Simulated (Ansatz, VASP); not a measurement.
## SrTiO3 in VASP and in Ansatz

```
Sr Ti O
1.0
     3.85476    0.00000    0.00000
     0.00000    3.85476    0.00000
     0.00000    0.00000    3.85476
Sr Ti O
1 1 3
Cartesian
  0.0000 0.0000 0.0000
  1.9274 1.9274 1.9274
  1.9274 0.0000 1.9274
  1.9274 1.9274 0.0000
  0.0000 1.9274 1.9274
```

Alike in both runs: task single point; functional HSE06; k mesh 4 × 4 × 4; no spin polarisation.

|  | VASP | Ansatz |
| --- | --- | --- |
| version | VASP 6.6.1 | Ansatz 0.2.0 |
| potentials or method | VASP PAW PBE potentials, release 64 (Sr_sv, Ti_sv, O), cutoff 520 eV | scalar-relativistic, plane waves, PAW |
| occupations | gaussian, width 0.01 eV | fixed |
| valence electrons in the cell | 40 | 40 |

Ansatz gave:

| Item | Value |
| --- | --- |
| gap on the k mesh at the Fermi level (eV) | 3.43 |
| least direct gap on the mesh (eV) | 3.77 |
| pressure (GPa) | 6.5 |

Problem. Which values does VASP return?

Solution. gap on the k mesh at the Fermi level (eV): 3.38; least direct gap on the mesh (eV): 3.74; pressure (GPa): 7.1.

Ansatz's warnings: stress exchange threshold loose, stress scf threshold loose.
